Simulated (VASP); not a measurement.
# B3N4 in VASP: single point with PBE+D3(BJ)

Aim: the single point of B3N4 with PBE+D3(BJ).

Everything below comes from runs of VASP 6.6.1. Logs are shortened: lines on timing, memory, paths and dates and some standing lists are left out, and cuts for length are marked.

## Step 1: The cell of the first run

The cell holds a slab with vacuum, 14 atoms: a = 5.011 Å, b = 3.601 Å, c = 23.441 Å, α = 90.00°, β = 90.00°, γ = 110.36°.

## Step 2: Single point, PBE+D3(BJ)

Input file INCAR:

```
ALGO     = Normal         # electronic algorithm
DIPOL    = 0.5 0.5 0.315
EDIFF    = 1E-6           # SCF threshold, eV
ENCUT    = 520            # plane-wave cutoff, eV
GGA      = PE             # functional
IDIPOL   = 3            
ISIF     = 2              # what is computed and relaxed
ISMEAR   = 0              # smearing method
IVDW     = 12             # dispersion correction
LASPH    = T              # aspherical terms in the spheres
LCHARG   = F              # write CHGCAR
LDIPOL   = T            
LREAL    = F              # projectors in reciprocal space
LWAVE    = F              # write WAVECAR
NBANDS   = 42             # bands
NELM     = 100            # most SCF steps
PREC     = Accurate       # precision mode
SIGMA    = 0.05           # smearing width, eV
```

Input file KPOINTS:

```
k-points
0
Gamma
  6 8 1
```

Input file POSCAR:

```
B3N4
1.0
    5.0107822389      0.0000000000      0.0000000000
   -1.2526955597      3.3759068817      0.0000000000
    0.0000000000      0.0000000000     23.4409409452
N B
8 6
Direct
    0.0225224603      0.0900898411      0.1706416141
    0.5225224603      0.0900898411      0.1706416141
    0.3069455752      0.2277823008      0.2610541488
    0.8069455752      0.2277823008      0.2610541488
    0.0866484587      0.3466275527      0.3533460338
    0.5866484587      0.3466275527      0.3533460338
    0.7187108248      1.1248772852      0.5264695207
    0.7187108248      1.1248772852      0.5733959646
    0.2842051402      0.1368205610      0.2007528062
    0.7842051402      0.1368205610      0.2007528062
    0.0673540684      0.2694189847      0.2895469474
    0.5673540684      0.2694189847      0.2895469474
    0.3437108248      0.3748772852      0.3814241487
    0.8437108248      0.3748772852      0.3814241487
```

Potentials or basis: VASP PAW PBE potentials, release 64 (N, B).

Command:

```sh
$ cat potpaw_PBE.64/N/POTCAR potpaw_PBE.64/B/POTCAR > POTCAR
$ mpirun -np 1 vasp_std > vasp.out
```

OUTCAR:

```text
EDIFF = 1E-6
   ENCUT = 520
   GGA = PE
   ISIF = 2
   ISMEAR = 0
   IVDW = 12
   LASPH = T
   LREAL = F
   NELM = 100
   PREC = Accurate
 IVDW          = 12

 ion  position               nearest neighbor table
   1  0.023  0.090  0.171-   9 1.45  10 1.45
   2  0.523  0.090  0.171-  10 1.45   9 1.45
   3  0.307  0.228  0.261-  12 1.43  11 1.43   9 1.45
   4  0.807  0.228  0.261-  11 1.43  12 1.43  10 1.45
   5  0.087  0.347  0.353-  13 1.42  14 1.42  11 1.52
   6  0.587  0.347  0.353-  14 1.42  13 1.42  12 1.52
   7  0.719  0.125  0.526-   8 1.10
   8  0.719  0.125  0.573-   7 1.10
   9  0.284  0.137  0.201-   3 1.45   1 1.45   2 1.45
  10  0.784  0.137  0.201-   4 1.45   2 1.45   1 1.45
  11  0.067  0.269  0.290-   4 1.43   3 1.43   5 1.52
  12  0.567  0.269  0.290-   3 1.43   4 1.43   6 1.52
  13  0.344  0.375  0.381-   5 1.42   6 1.42
  14  0.844  0.375  0.381-   6 1.42   5 1.42

  Warning from LATTYP: Monoclinic adjustment (A1->A3, A2->A1, A3->A2)!
  LATTYP: Found a simple monoclinic cell.
 ALAT       =     3.6008323259
 B/A-ratio  =     6.5098673928
 C/A-ratio  =     1.3915622238
 COS(beta)  =    -0.3478905559

  Lattice vectors:

 A1 = (  -1.2526955597,   3.3759068817,   0.0000000000)
 A2 = (   0.0000000000,   0.0000000000,  23.4409409452)
 A3 = (   5.0107822389,   0.0000000000,   0.0000000000)

Analysis of symmetry for initial positions (statically):
=====================================================================
 Subroutine PRICEL returns:
 Original cell was already a primitive cell.

 Routine SETGRP: Setting up the symmetry group for a
 simple monoclinic supercell.

 Subroutine GETGRP returns: Found  1 space group operations
 (whereof  1 operations were pure point group operations)
 out of a pool of  4 trial point group operations.

The static configuration has the point symmetry C_1 .

Analysis of symmetry for dynamics (positions and initial velocities):
=====================================================================
 Subroutine PRICEL returns:
 Original cell was already a primitive cell.

 Routine SETGRP: Setting up the symmetry group for a
 simple monoclinic supercell.

 Subroutine GETGRP returns: Found  1 space group operations
 (whereof  1 operations were pure point group operations)
 out of a pool of  4 trial point group operations.

The dynamic configuration has the point symmetry C_1 .

 Subroutine INISYM returns: Found  1 space group operations
 (whereof  1 operations are pure point group operations),
 and found     1 'primitive' translations

[... 144 lines left out ...]
   LHFCALC =     F    Hartree Fock is set to
   AEXX    =    0.0000 exact exchange contribution
   IVDW    =    12    specifies the selected vdW correction
   LEPSILON=     F    determine dielectric tensor
   LRPA    =     F    only Hartree local field effects (RPA)
 non-spin polarized calculation
 Gauss-broadening in eV      SIGMA  =   0.05
  energy-cutoff  :      520.00
  volume of cell :      396.53
 maximum number of plane-waves:     10722
 NGX is ok and might be reduce to    40
   NGX = 19   NGY = 13   NGZ = 87

 dipolmoment           0.000000      0.000000      0.040840 electrons x Angstroem

 number of electron      58.0000003 magnetization

 dipolmoment           0.000000      0.000000     -0.323380 electrons x Angstroem

 Free energy of the ion-electron system (eV)
  ---------------------------------------------------
  ext. energy  EPLUGINS =         0.00000000
  ---------------------------------------------------
  free energy    TOTEN  =      -109.35132086 eV

  energy without entropy =     -109.33860408  energy(sigma->0) =     -109.34496247

 E-fermi :  -3.2899     XC(G=0):  -4.3094

 val. band max:       -3.2956753251   @ k =   0.3333   0.2500   0.0000
 cond. band min:      -3.2801184292   @ k =   0.0000   0.0000   0.0000
 fundamental gap:      0.0155568958
 Fermi energy:        -3.2899223051

 k-point     1 :       0.0000    0.0000    0.0000
  band No.  band energies     occupation
      1     -26.9622      2.00000
      2     -22.8322      2.00000
      3     -21.2791      2.00000
      4     -20.5849      2.00000
      5     -19.7884      2.00000
      6     -18.0417      2.00000
[... 1045 lines left out ...]
     40       4.0668      0.00000
     41       4.5647      0.00000

 [... further k-points ...]

 [bands above 41 left out]

------------------------ aborting loop because EDIFF is reached ----------------------------------------

 vacuum level on the upper side and lower side of the slab       (xc-potential included)        -1.705         1.636

 Edisp (eV)   -1.42282

 E8    (eV) :    -0.4313

  FORCE on cell =-STRESS in cart. coord.  units (eV):
  Direction    XX          YY          ZZ          XY          YZ          ZX
  --------------------------------------------------------------------------------------
  -------------------------------------------------------------------------------------
  Total      -3.72569    -0.72272     6.07620     0.00550     0.90974    -0.00492
  in kB     -15.05380    -2.92018    24.55114     0.02222     3.67583    -0.01987
  external pressure =        2.19 kB  Pullay stress =        0.00 kB

 VOLUME and BASIS-vectors are now :
 -----------------------------------------------------------------------------
  energy-cutoff  :      520.00
  volume of cell :      396.53
      direct lattice vectors                 reciprocal lattice vectors
     5.010782239  0.000000000  0.000000000     0.199569638  0.074054175  0.000000000
    -1.252695560  3.375906882  0.000000000     0.000000000  0.296216701  0.000000000
     0.000000000  0.000000000 23.440940945     0.000000000  0.000000000  0.042660404

 POSITION                                       TOTAL-FORCE (eV/Angst)
 -----------------------------------------------------------------------------------
      0.00000      0.30413      4.00000        -0.002584      0.247967      1.792749
      2.50539      0.30413      4.00000         0.001937      0.245179      1.778201
      1.25270      0.76897      6.11935        -0.000112      0.429153      2.157538
      3.75809      0.76897      6.11935        -0.000490      0.426937      2.147456
     -0.00004      1.17018      8.28276        -0.030701     -0.013200     -0.040545
      2.50535      1.17018      8.28276         0.031518      0.009353      0.077908
      3.44487      0.42157     12.34094        -0.004824     -0.026547     -2.128952
      3.44487      0.42157     13.44094         0.001798      0.011127      2.154060
      1.25270      0.46189      4.70583         0.003215     -0.682087     -3.957472
      3.75809      0.46189      4.70583        -0.003202     -0.679328     -3.946509
     -0.00000      0.90953      6.78725        -0.014381     -0.007172     -0.013950
      2.50539      0.90953      6.78725         0.014455     -0.009827     -0.032626
      1.25265      1.26555      8.94094        -0.063203     -0.005728      0.115844
      3.75804      1.26555      8.94094         0.066574      0.054173     -0.103702
 -----------------------------------------------------------------------------------
    total drift:                               -0.000056     -0.001147     -0.005459

  FREE ENERGIE OF THE ION-ELECTRON SYSTEM (eV)
  ---------------------------------------------------
  free  energy   TOTEN  =      -110.7741372658 eV

  energy  without entropy=     -110.7614204883  energy(sigma->0) =     -110.76777888

 vacuum level on the upper side and lower side of the slab         1.743         5.173
```

OSZICAR:

```text
N       E                     dE             d eps       ncg     rms          rms(c)
DAV:   1     0.471045277171E+03    0.47105E+03   -0.24038E+04  2208   0.111E+03
DAV:   2    -0.518551036806E+02   -0.52290E+03   -0.50319E+03  3148   0.270E+02
DAV:   3    -0.124135549155E+03   -0.72280E+02   -0.71529E+02  2618   0.109E+02
[... 30 lines left out ...]
DAV:  34    -0.109351263210E+03    0.70889E-06   -0.43498E-05  2428   0.205E-02    0.254E-02
DAV:  35    -0.109351280695E+03   -0.17484E-04   -0.40751E-05  2364   0.143E-02    0.100E-02
DAV:  36    -0.109351301173E+03   -0.20478E-04   -0.18789E-05  2198   0.892E-03    0.204E-02
DAV:  37    -0.109351313025E+03   -0.11852E-04   -0.38034E-06  1974   0.556E-03    0.262E-02
DAV:  38    -0.109351321270E+03   -0.82450E-05   -0.12412E-06  2120   0.513E-03    0.262E-02
DAV:  39    -0.109351320858E+03    0.41145E-06   -0.61699E-06  1766   0.432E-03
   1 F= -.11077414E+03 E0= -.11076778E+03  d E =-.127168E-01
```

It took 18 min on 1 thread of Intel Xeon Platinum 8259CL at 2.50GHz (Skylake/Cascade Lake), shared host; peak memory 0.69 GiB.

Results:

```
Free energy                : -110.7741 eV
Largest force              : 4.016 eV/Å
Band gap on the k mesh     : zero (bands 29 and 30 overlap by 0.43 eV)
Dispersion energy per atom : -0.102 eV
```

Forces in eV/Å, atoms in the order of the input:
```
N   -0.003  0.248  1.793
N    0.002  0.245  1.778
N    0.000  0.429  2.158
N    0.000  0.427  2.147
N   -0.031 -0.013 -0.041
N    0.032  0.009  0.078
N   -0.005 -0.027 -2.129
N    0.002  0.011  2.154
B    0.003 -0.682 -3.957
B   -0.003 -0.679 -3.947
B   -0.014 -0.007 -0.014
B    0.014 -0.010 -0.033
B   -0.063 -0.006  0.116
B    0.067  0.054 -0.104
```

Levels at points of the mesh, in eV from the Fermi level:
| k point | band 27 | band 28 | band 29 | band 30 | band 31 | band 32 |
| --- | --- | --- | --- | --- | --- | --- |
| (0.00, 0.00, 0.00) | -0.83 | -0.54 | 0.01 | 0.21 | 0.37 | 1.46 |
| (0.50, 0.00, 0.00) | -0.74 | -0.35 | -0.27 | -0.21 | -0.20 | 2.56 |
| (0.00, 0.50, 0.00) | -0.54 | -0.25 | 0.22 | 0.37 | 0.53 | 1.46 |
| (0.50, 0.50, 0.00) | -1.56 | -0.16 | -0.16 | 0.23 | 0.26 | 2.36 |

Caveat: the standard files for N, O and F lose accuracy on very short bonds.
